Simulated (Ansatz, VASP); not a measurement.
# O in VASP and in Ansatz

```
CELL_PARAMETERS angstrom
1.43758 0.82999 3.40830
-1.43758 0.82999 3.40830
0.00000 -1.65998 3.40830
ATOMIC_POSITIONS crystal
O 0.05770 0.05770 0.05770
O 0.94230 0.94230 0.94230
```

Change from the starting cell: equal xx and yy strain of +1 %, PAW files.

Alike in both runs: task electric field gradients; functional PBEsol; k mesh 10 × 10 × 10; occupations fermi-dirac, width 0.02 eV; no spin polarisation.

```csv
,VASP,Ansatz
version,VASP 6.6.1,Ansatz 0.2.0
potentials or method,"VASP PAW PBE potentials, release 64 (O)","PAW with Ansatz's default frozen-core files, scalar-relativistic"
plane-wave cutoff (eV),520,420
valence electrons in the cell,12,12
```

Ansatz gave:

| Quantity | Value |
| --- | --- |
| pressure (GPa) | 1.4 |
| traceless stress, the component that is largest in VASP (GPa) | 19.46 |
| rms of the force components (eV/Å) | 1.214 |
| size of Vzz on the site where it differs most (V/Å²) | 115.3 |

Question: What did VASP give for the same quantities?

Answer: Pressure (GPa): 5.7; traceless stress, the component that is largest in VASP (GPa): 28.88; rms of the force components (eV/Å): 2.282; size of Vzz on the site where it differs most (V/Å²): 116.3.

VASP's potentials were made for PBE, not for PBEsol. Atom by atom the forces differ by 1.068 eV/Å (rms over components).

Noted on VASP's run: the standard files for N, O and F lose accuracy on very short bonds; spin is off for a triplet molecule.
